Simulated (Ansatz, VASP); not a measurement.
## Two plane-wave programs on TiTe2

```
Ti Te
1.0
     5.29466    0.00000    0.00000
    -2.64733    4.58531    0.00000
     0.00000    0.00000    3.11914
Ti Te
1 2
Cartesian
  0.0000 0.0000 0.0000
  0.0000 3.0569 1.5596
  2.6473 1.5284 1.5596
```

Alike in both runs: functional PBE; k mesh 6 × 6 × 6; occupations gaussian, width 0.1 eV; no spin polarisation.

Ansatz relaxed the structure, and its values are those at the end. VASP's run is a single point on that final structure, the one shown.

|  | VASP | Ansatz |
| --- | --- | --- |
| version | VASP 6.6.1 | Ansatz 0.2.0 |
| potentials or method | VASP PAW PBE potentials, release 64 (Ti_sv, Te), cutoff 520 eV | scalar-relativistic, plane waves, PAW |
| valence electrons in the cell | 24 | 44 |

|  | VASP | Ansatz | Ansatz less VASP |
| --- | --- | --- | --- |
| gap on the k mesh at the Fermi level (eV) | none | none | - |
| pressure (GPa) | 0.0 | 0.0 | -0.01 |

A gap of «none» marks a metal or a gap that the smearing closes. VASP's potentials hold 24 valence electrons a cell and Ansatz's 44, so a difference there can come from the potentials and not from the codes.

Neither program's run includes spin-orbit coupling.
